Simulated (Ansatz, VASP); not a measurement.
Two plane-wave programs on BaZnSbF

The input POSCAR:

```
BaZnSbF
1.0
    4.4707680000      0.0000000000      0.0000000000
    0.0000000000      4.4707680000      0.0000000000
    0.0000000000      0.0000000000      9.8503350000
Ba F Zn Sb
2 2 2 2
Direct
    0.7500000000      0.7500000000      0.3507900000
    0.2500000000      0.2500000000      0.6492100000
    0.2500000000      0.7500000000      0.5000000000
    0.7500000000      0.2500000000      0.5000000000
    0.2500000000      0.7500000000      0.0000000000
    0.7500000000      0.2500000000      0.0000000000
    0.2500000000      0.2500000000      0.1660400000
    0.7500000000      0.7500000000      0.8339600000
```

INCAR.step1

```
SYSTEM = BaZnSbF
ALGO = Normal
EDIFF = 1E-4
ENCUT = 520
GGA = PE
ISMEAR = -1
LASPH = .TRUE.
LCHARG = .FALSE.
LREAL = .FALSE.
LWAVE = .TRUE.
NBANDS = 44
NELM = 60
PREC = Accurate
SIGMA = 0.1
```

File INCAR.step2:

```
SYSTEM = BaZnSbF
ALGO = Normal
EDIFF = 1E-6
ENCUT = 520
ISIF = 2
ISMEAR = -1
ISTART = 1
LASPH = .TRUE.
LCHARG = .TRUE.
LELF = .TRUE.
LMIXTAU = .TRUE.
LREAL = .FALSE.
LVHAR = .TRUE.
LWAVE = .FALSE.
METAGGA = R2SCAN
NBANDS = 44
NELM = 60
PREC = Accurate
SIGMA = 0.1
```

Contents of KPOINTS:

```
k-points
0
G
  6 6 3
  0 0 0
```

Input for Ansatz:

```yaml
crystal:
  lattice:
    - [4.470768, 0.0, 0.0]
    - [0.0, 4.470768, 0.0]
    - [0.0, 0.0, 9.850335]
  atoms:
    - { symbol: Ba, position: [0.75, 0.75, 0.35079] }
    - { symbol: Ba, position: [0.25, 0.25, 0.64921] }
    - { symbol: F, position: [0.25, 0.75, 0.5] }
    - { symbol: F, position: [0.75, 0.25, 0.5] }
    - { symbol: Zn, position: [0.25, 0.75, 0.0] }
    - { symbol: Zn, position: [0.75, 0.25, 0.0] }
    - { symbol: Sb, position: [0.25, 0.25, 0.16604] }
    - { symbol: Sb, position: [0.75, 0.75, 0.83396] }
  symmetry: { tolerance: 0.0003 }
kpoints:
  mp_grid: { grid: [6, 6, 3], shift: [0, 0, 0] }
  band_path:
    path:
      - [0.0, 0.0, 0.0]
      - [0.0, 0.5, 0.0]
      - [0.5, 0.5, 0.0]
      - [0.0, 0.0, 0.0]
      - [0.0, 0.0, 0.5]
      - [0.0, 0.5, 0.5]
      - [0.5, 0.5, 0.5]
      - [0.0, 0.0, 0.5]
      - [0.0, 0.5, 0.0]
      - [0.0, 0.5, 0.5]
      - [0.5, 0.5, 0.0]
    npoints: 6
magnetization:
  spin_polarized: false
scf:
  occupations: { method: fermi_dirac }
  lower_state_search: "off"
  max_iter: 200
hamiltonian:
  pseudopotentials: { kind: paw }
  xc: r2scan
basis:
  ecutwfc: 500
  fft_grid_basis: typed
output:
  forces: true
  stress: true
  eigenvalues: true
  bader: true
  populations: true
  elf: true
  write_potential: true
  volumetric_format: npy
  dos:
    e_range: [-12, 8]
    de: 0.05
    projected: { site_lists: { Ba: [Ba], F: [F], Sb: [Sb], Zn: [Zn] } }
checkpoint:
  read: saved_state
```

Alike in both runs: task single point; functional r2SCAN; k mesh 6 × 6 × 3; no spin polarisation.

|  | VASP | Ansatz |
| --- | --- | --- |
| version | VASP 6.6.1 | Ansatz 0.2.0 |
| potentials or method | VASP PAW PBE potentials, release 64 (Ba_sv, F, Zn, Sb), cutoff 520 eV | PAW plane waves |
| occupations | fermi-dirac, width 0.1 eV | fermi-dirac |
| valence electrons in the cell | 68 | 88 |

```csv
,VASP,Ansatz,Ansatz less VASP
pressure (GPa),-0.4,-1.0,-0.58
"traceless stress, the component that is largest in VASP (GPa)",-0.18,-0.12,+0.058
rms of the force components (eV/Å),0.056,0.057,+0.0015
```

VASP's potentials were made for PBE, not for r2SCAN. Atom by atom the forces differ by 0.028 eV/Å (rms over components). VASP's potentials hold 68 valence electrons a cell and Ansatz's 88, so a difference there can come from the potentials and not from the codes.

Spin-orbit coupling is off throughout.
